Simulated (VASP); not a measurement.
# SnO (P2_1/m) in VASP: single point with PBEsol

Aim: the single point of SnO with PBEsol.

All numbers are computed with VASP 6.6.1; they aren't measurements. Logs are shortened: lines on timing, memory, paths and dates and some standing lists are left out, and cuts for length are marked.

### 1 The cell of the first run

The structure is monoclinic, space group P2_1/m (No. 11). The conventional cell has a = 3.652 Å, b = 3.652 Å, c = 4.751 Å, α = 90.00°, β = 90.00°, γ = 90.00°. Sn (site symmetry m) has 4 O at 2.00 to 2.32 Å within 2.7 Å. Within 2.7 Å of O (site symmetry m) lie 4 Sn at 2.00 to 2.32 Å and 4 O at 2.54 to 2.63 Å.

### 2 Single point, PBEsol (atoms displaced along a vibrational mode, the cell strained)

Contents of INCAR:

```
SYSTEM = SnO
PREC     = Accurate       ! precision mode
ENCUT    = 520            ! plane-wave cutoff, eV
EDIFF    = 1E-6           ! SCF threshold, eV
ISMEAR   = 0              ! smearing method
SIGMA    = 0.15           ! smearing width, eV
LREAL    = .FALSE.        ! projectors in reciprocal space
LASPH    = .TRUE.         ! aspherical terms in the spheres
NELM     = 100            ! most SCF steps
ALGO     = Normal         ! electronic algorithm
ISIF     = 2              ! what is computed and relaxed
LWAVE    = .FALSE.        ! write WAVECAR
LCHARG   = .FALSE.        ! write CHGCAR
GGA      = PS             ! functional
NBANDS   = 28             ! bands
```

Contents of KPOINTS:

```
regular mesh
0
G
  10 10 8
  0 0 0
```

Contents of POSCAR:

```
SnO
1.0
    3.6520838966      0.0000000000      0.0000000000
    0.0000000000      3.6520838966      0.0000000000
    0.0000000000      0.0000000000      4.7505758552
Sn O
2 2
Direct
   -0.0609843602      0.5000000000      0.2424656074
    0.5609843602      0.0000000000      0.7575343926
    0.0092339863      0.0000000000      0.0000000000
    0.4907660137      0.5000000000      0.0000000000
```

Potentials or basis: VASP PAW PBE potentials, release 64 (Sn_d, O).

Started as:

```bash
$ cat potpaw_PBE.64/Sn_d/POTCAR potpaw_PBE.64/O/POTCAR > POTCAR
$ mpirun -np 1 vasp_std > vasp.out
```

OUTCAR:

```text
SYSTEM = SnO
   PREC = Accurate
   ENCUT = 520
   EDIFF = 1E-6
   ISMEAR = 0
   LREAL = .FALSE.
   LASPH = .TRUE.
   NELM = 100
   ISIF = 2
   GGA = PS

 ion  position               nearest neighbor table
   1  0.939  0.500  0.242-   4 2.00   3 2.17   3 2.17   4 2.32   2 3.25   2 3.25   2 3.35   2 3.35
                             2 3.71   2 3.71
   2  0.561  0.000  0.758-   3 2.00   4 2.17   4 2.17   3 2.32   1 3.25   1 3.25   1 3.35   1 3.35
                             1 3.71   1 3.71
   3  0.009  0.000  0.000-   2 2.00   1 2.17   1 2.17   2 2.32
   4  0.491  0.500  0.000-   1 2.00   2 2.17   2 2.17   1 2.32

  LATTYP: Found a simple tetragonal cell.
 ALAT       =     3.6520838966
 C/A-ratio  =     1.3007849736

  Lattice vectors:

 A1 = (   3.6520838966,   0.0000000000,   0.0000000000)
 A2 = (   0.0000000000,   3.6520838966,   0.0000000000)
 A3 = (   0.0000000000,   0.0000000000,   4.7505758552)

Analysis of symmetry for initial positions (statically):
=====================================================================
 Subroutine PRICEL returns:
 Original cell was already a primitive cell.

 Routine SETGRP: Setting up the symmetry group for a
 simple tetragonal supercell.

 Subroutine GETGRP returns: Found  4 space group operations
 (whereof  2 operations were pure point group operations)
 out of a pool of 16 trial point group operations.

The static configuration has the point symmetry C_1h.
 The point group associated with its full space group is C_2h.

Analysis of symmetry for dynamics (positions and initial velocities):
=====================================================================
 Subroutine PRICEL returns:
 Original cell was already a primitive cell.

 Routine SETGRP: Setting up the symmetry group for a
 simple tetragonal supercell.

 Subroutine GETGRP returns: Found  4 space group operations
 (whereof  2 operations were pure point group operations)
 out of a pool of 16 trial point group operations.

The dynamic configuration has the point symmetry C_1h.
 The point group associated with its full space group is C_2h.

 Subroutine INISYM returns: Found  4 space group operations
 (whereof  2 operations are pure point group operations),
 and found     1 'primitive' translations

----------------------------------------------------------------------------------------

                                     Primitive cell

  volume of cell :      63.3618

  direct lattice vectors                    reciprocal lattice vectors
     3.652083897  0.000000000  0.000000000     0.273816273  0.000000000  0.000000000
     0.000000000  3.652083897  0.000000000     0.000000000  0.273816273  0.000000000
     0.000000000  0.000000000  4.750575855     0.000000000  0.000000000  0.210500796

  length of vectors
     3.652083897  3.652083897  4.750575855     0.273816273  0.273816273  0.210500796

  position of ions in fractional coordinates (direct lattice)
     0.939015640  0.500000000  0.242465607
     0.560984360  0.000000000  0.757534393
     0.009233986  0.000000000  0.000000000
     0.490766014  0.500000000  0.000000000

  ion indices of the primitive-cell ions
   primitive index   ion index
                 1           1
                 2           2
                 3           3
                 4           4

----------------------------------------------------------------------------------------

 KPOINTS: regular mesh

Automatic generation of k-mesh.
 Grid dimensions read from file:
 generate k-points for:   10   10    8

 Generating k-lattice:

  Cartesian coordinates                     Fractional coordinates (reciprocal lattice)
     0.027381627  0.000000000  0.000000000     0.100000000  0.000000000  0.000000000
     0.000000000  0.027381627  0.000000000     0.000000000  0.100000000  0.000000000
     0.000000000  0.000000000  0.026312600     0.000000000  0.000000000  0.125000000

  Length of vectors
     0.027381627  0.027381627  0.026312600

  Shift w.r.t. Gamma in fractional coordinates (k-lattice)
     0.000000000  0.000000000  0.000000000

 Subroutine IBZKPT returns following result:
 ===========================================

 Found    252 irreducible k-points:

 Following reciprocal coordinates:
            Coordinates               Weight
  0.000000  0.000000  0.000000      1.000000
  0.100000  0.000000  0.000000      2.000000
  0.000000  0.100000  0.000000      2.000000
  0.200000  0.000000  0.000000      2.000000
  0.000000  0.200000  0.000000      2.000000
  0.300000  0.000000  0.000000      2.000000
[... 16 lines left out ...]
 -0.200000  0.300000  0.000000      4.000000
  0.400000  0.200000  0.000000      4.000000
 [... further k-points ...]
   k-points           NKPTS =    252   k-points in BZ     NKDIM =    252   number of bands    NBANDS=     28
   number of dos      NEDOS =    301   number of ions     NIONS =      4
   total plane-waves  NPLWV =  28224
   dimension x,y,z NGX =    28 NGY =   28 NGZ =   36
   dimension x,y,z NGXF=    56 NGYF=   56 NGZF=   72
   ions per type =               2   2
   NGX,Y,Z   is equivalent  to a cutoff of  12.75, 12.75, 12.60 a.u.
   NGXF,Y,Z  is equivalent  to a cutoff of  25.49, 25.49, 25.20 a.u.
 SYSTEM =  SnO
   PREC   = accura    normal or accurate (medium, high low for compatibility)
   ISTART =      0    job   : 0-new  1-cont  2-samecut
   ICHARG =      2    charge: 1-file 2-atom 10-const
   ISPIN  =      1    spin polarized calculation?
   LNONCOLLINEAR =      F non collinear calculations
   LSORBIT =      F    spin-orbit coupling
   LASPH  =      T    aspherical Exc in radial PAW
   ENCUT  =  520.0 eV  38.22 Ry    6.18 a.u.   6.79  6.79  8.83*2*pi/ulx,y,z
   NELM   =    100;   NELMIN=  2; NELMDL= -5     # of ELM steps
   EDIFF  = 0.1E-05   stopping-criterion for ELM
   LREAL  =      F    real-space projection
   EDIFFG = 0.1E-04   stopping-criterion for IOM
   NSW    =      0    number of steps for IOM
   IBRION =     -1    ionic relax: 0-MD 1-quasi-New 2-CG
   NFREE  =      0    steps in history (QN), initial steepest desc. (CG)
   ISIF   =      2    stress and relaxation
   ISYM   =      2    0-nonsym 1-usesym 2-fastsym
   POTIM  = 0.5000    time-step for ionic-motion
   TEBEG  =    0.0;   TEEND  =   0.0 temperature during run
   PSTRESS=    0.0 pullay stress
   NELECT =      40.0000    total number of electrons
   NUPDOWN=      -1.0000    fix difference up-down
   EMIN   =  10.00;   EMAX   =-10.00  energy-range for DOS
   EFERMI =   0.00;   METHOD = LEGACY
   ISMEAR =     0;   SIGMA  =   0.15  broadening in eV -4-tet -1-fermi 0-gaus
   EFERMI_NEDOS =   21; number of points for ismear=-14 and -15
   IALGO  =     38    algorithm
   IMIX   =      4    mixing-type and parameters
     AMIX     =   0.40;   BMIX     =  1.00
     AMIX_MAG =   1.60;   BMIX_MAG =  1.00
  volume/ion in A,a.u.               =      15.84       106.90
  Fermi-wavevector in a.u.,A,eV,Ry     =   1.404383  2.653899 26.834658  1.972292
  Thomas-Fermi vector in A             =   2.526950
   LORBIT       =      0    0 simple, 1 ext, 2 COOP (PROOUT), +10 PAW based schemes
   GGA     = PS    functional components
   LHFCALC =     F    Hartree Fock is set to
   AEXX    =    0.0000 exact exchange contribution
   IVDW    =     0    specifies the selected vdW correction
   LEPSILON=     F    determine dielectric tensor
   LRPA    =     F    only Hartree local field effects (RPA)
 non-spin polarized calculation
 Gauss-broadening in eV      SIGMA  =   0.15
  energy-cutoff  :      520.00
  volume of cell :       63.36
 maximum number of plane-waves:      1728
   NGX = 13   NGY = 13   NGZ = 17

 number of electron      39.9999999 magnetization

 Free energy of the ion-electron system (eV)
  ---------------------------------------------------
  ext. energy  EPLUGINS =         0.00000000
  ---------------------------------------------------
  free energy    TOTEN  =       -23.60514161 eV

  energy without entropy =      -23.60127318  energy(sigma->0) =      -23.60320739

 E-fermi :   8.5832     XC(G=0): -10.9980

 val. band max:        8.5676285236   @ k =   0.0000   0.0000   0.1250
 cond. band min:       8.5837818840   @ k =   0.1000   0.1000   0.1250
 fundamental gap:      0.0161533603
 Fermi energy:         8.5832407653

 k-point     1 :       0.0000    0.0000    0.0000
  band No.  band energies     occupation
      1     -14.0548      2.00000
      2     -13.5958      2.00000
      3     -13.3573      2.00000
      4     -13.3343      2.00000
      5     -13.2574      2.00000
      6     -13.2280      2.00000
[... 20 lines left out ...]
     27      15.1929      0.00000
     28      15.9521      0.00000

 k-point     2 :       0.1000    0.0000    0.0000
  band No.  band energies     occupation
      1     -14.0575      2.00000
      2     -13.6195      2.00000
      3     -13.3542      2.00000
      4     -13.3291      2.00000
      5     -13.2603      2.00000
      6     -13.2309      2.00000
[... 20 lines left out ...]
     27      15.2663      0.00000
     28      16.8005      0.00000

 k-point     3 :       0.0000    0.1000    0.0000
  band No.  band energies     occupation
      1     -14.0540      2.00000
      2     -13.6373      2.00000
      3     -13.3537      2.00000
      4     -13.3294      2.00000
      5     -13.2548      2.00000
      6     -13.2296      2.00000
[... 20 lines left out ...]
     27      15.9147      0.00000
     28      16.4114      0.00000

 k-point     4 :       0.2000    0.0000    0.0000
  band No.  band energies     occupation
      1     -14.0666      2.00000
      2     -13.6804      2.00000
      3     -13.3455      2.00000
      4     -13.3154      2.00000
      5     -13.2815      2.00000
      6     -13.2391      2.00000
[... 578 lines left out ...]
     27      16.3549      0.00000
     28      17.8125      0.00000

 k-point    23 :      -0.2000    0.3000    0.0000
  band No.  band energies     occupation
      1     -14.0661      2.00000
      2     -13.8854      2.00000
      3     -13.3173      2.00000
      4     -13.2862      2.00000
      5     -13.2642      2.00000
      6     -13.2580      2.00000
[... 20 lines left out ...]
     27      16.4487      0.00000
     28      17.9349      0.00000

 k-point    24 :       0.4000    0.2000    0.0000
  band No.  band energies     occupation
      1     -14.1060      2.00000
      2     -13.8727      2.00000
      3     -13.3135      2.00000
      4     -13.2733      2.00000
      5     -13.2673      2.00000
      6     -13.2597      2.00000
[... 20 lines left out ...]
     27      16.2061      0.00000
     28      17.5210      0.00000

 [... further k-points ...]

------------------------ aborting loop because EDIFF is reached ----------------------------------------

  FORCE on cell =-STRESS in cart. coord.  units (eV):
  Direction    XX          YY          ZZ          XY          YZ          ZX
  --------------------------------------------------------------------------------------
  -------------------------------------------------------------------------------------
  Total        6.7956882      5.1179322      4.4040331      0.0000000      0.0000000      3.5925802
  in kB      171.8368411    129.4128386    111.3610745      0.0000000      0.0000000     90.8425466
  external PRESSURE =     137.5369181 kB  Pullay stress =       0.0000000 kB

 VOLUME and BASIS-vectors are now :
 -----------------------------------------------------------------------------
  energy-cutoff  :      520.00
  volume of cell :       63.36
      direct lattice vectors                 reciprocal lattice vectors
     3.652083897  0.000000000  0.000000000     0.273816273  0.000000000  0.000000000
     0.000000000  3.652083897  0.000000000     0.000000000  0.273816273  0.000000000
     0.000000000  0.000000000  4.750575855     0.000000000  0.000000000  0.210500796

 POSITION                                       TOTAL-FORCE (eV/Angst)
 -----------------------------------------------------------------------------------
      3.42936      1.82604      1.15185         1.970098      0.000000      1.863653
      2.04876      0.00000      3.59872        -1.970098      0.000000     -1.863653
      0.03372      0.00000      0.00000         0.686608      0.000000      0.601131
      1.79232      1.82604      0.00000        -0.686608      0.000000     -0.601131
 -----------------------------------------------------------------------------------
    total drift:                                0.000000     -0.000000      0.000000

  FREE ENERGIE OF THE ION-ELECTRON SYSTEM (eV)
  ---------------------------------------------------
  free  energy   TOTEN  =       -23.6051416052 eV

  energy  without entropy=      -23.6012731815  energy(sigma->0) =      -23.60320739
```

Run time: 8.8 min. Hardware: 1 thread of Intel Xeon 8259CL, shared host; peak memory 0.45 GiB.

What came out:

```
Free energy            : -23.6051 eV
Pressure               : 13.8 GPa
Largest force          : 2.712 eV/Å
Band gap on the k mesh : zero (bands 20 and 21 overlap by 0.45 eV)
```

Forces on the atoms (eV/Å):
```
Sn   1.970  0.000  1.864
Sn  -1.970  0.000 -1.864
O    0.687  0.000  0.601
O   -0.687  0.000 -0.601
```

Caveat: the cell differs from its parent crystal (atoms displaced along a vibrational mode, the cell strained); the stress differs along the axes, from 11 to 17 GPa; semilocal functionals underestimate gaps, and a narrow one can read as zero; the PAW data sets were made with another functional, which shifts forces and pressure a little; spin-orbit coupling is left out, which moves the levels of the heavy elements.
